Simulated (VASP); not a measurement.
Write the native input for VASP 6.6.1 that does the following.

| Item | Value |
| --- | --- |
| Task | single point |
| Functional | PBE |
| Potentials or basis | VASP PAW PBE potentials, release 64 (Mg, O) |
| Cutoff | 520 eV |
| k mesh | 12 × 12 × 12 |
| Occupations | gaussian, width 0.01 eV |
| Spin | no spin polarisation |
| Dipole correction | no |
| Further INCAR settings | ALGO = Normal; EDIFF = 1e-07; NBANDS = 11 |

The structure of MgO (CsCl type) lies in POSCAR:

```
MgO
1.0
    2.2919250544      0.0000000000      0.0000000000
    0.0000000000      2.2919250544      0.0000000000
    0.0000000000      0.0000000000      2.2919250544
Mg O
1 1
Direct
    0.0000000000      0.0000000000      0.0000000000
    0.5000000000      0.5000000000      0.5000000000
```

This cell differs from its parent crystal: volume scaled by 1.3.

These files were run (other wordings do the same):

INCAR

```
SYSTEM = MgO
PREC = Accurate ; ENCUT = 520
EDIFF = 1E-7 ; ISMEAR = 0
SIGMA = 0.01 ; LREAL = .FALSE.
LASPH = .TRUE. ; NELM = 80
ALGO = Normal ; ISIF = 2
LWAVE = .FALSE. ; LCHARG = .FALSE.
GGA = PE ; NBANDS = 11
```

KPOINTS

```
regular mesh
0
G
  12 12 12
  0 0 0
```

Potentials or basis: VASP PAW PBE potentials, release 64 (Mg, O).

Command:

```sh
$ cat potpaw_PBE.64/Mg/POTCAR potpaw_PBE.64/O/POTCAR > POTCAR
$ mpirun -np 1 vasp_std > vasp.out
```

Results of the run:

* Pressure: 154.8 GPa
* Band gap on the k mesh: 6.51 eV, direct

Run time: 12 s on 1 thread of AMD EPYC 7R43 64-Core Processor (Zen 3) (shared host), peak memory 0.09 GiB.
